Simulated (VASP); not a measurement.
Here is a VASP 6.6.1 calculation.

The input INCAR:

```
  PREC = Accurate
  ENCUT = 500
  EDIFF = 1E-7
  ISMEAR = 0
  SIGMA = 0.1
  LREAL = F
  LASPH = T
  NELM = 120
  ALGO = Normal
  ISIF = 3
  LWAVE = F
  LCHARG = F
  GGA = PE
  IVDW = 12
  IBRION = 2
  NSW = 90
  EDIFFG = -0.025
  GGA_COMPAT = F
  NELMIN = 4
```

KPOINTS

```
regular mesh
0
Gamma
  12 12 8
```

POSCAR

```
HfHS2
1.0
    3.6701873459      0.0000000000      0.0000000000
   -1.8350936729      3.1784754782      0.0000000000
    0.0000000000      0.0000000000      5.1904940110
Hf S H
1 2 1
Direct
    0.0000000000      1.0000000000      0.0000000000
    0.6666666667      0.3333333333      0.7280554657
    0.3333333333      0.6666666667      0.2719445343
    0.0000000000      0.0000000000      0.5000000000
```

Potentials or basis: VASP PAW PBE potentials, release 64 (Hf_pv, S, H).

Launch:

```console
$ cat potpaw_PBE.64/Hf_pv/POTCAR potpaw_PBE.64/S/POTCAR potpaw_PBE.64/H/POTCAR > POTCAR
$ mpirun -np 1 vasp_std > vasp.out
```

Predict the dispersion energy per atom.

-0.334 eV.

What does it give for the relaxed cell?

a = 3.644 Å, b = 3.644 Å, c = 5.199 Å, α = 90.00°, β = 90.00°, γ = 120.00°.

What does it give for the relaxed volume?

14.94 Å³/atom.

The path:
| step | energy change (eV) | largest force (eV/Å) | pressure (GPa) | volume (Å³) |
| --- | --- | --- | --- | --- |
| 1 | 0.0000 | 0.0173 | -0.92 | 60.55 |
| 2 | -0.0009 | 0.1223 | 0.62 | 59.80 |
| 3 | -0.0014 | 0.0691 | 0.03 | 60.08 |
| 4 | -0.0020 | 0.0468 | 0.03 | 59.99 |
| 5 | -0.0025 | 0.0078 | 0.02 | 59.78 |

Caveat: an odd number of electrons without spin polarisation forces a metal; a magnetic or distorted state may lie lower.
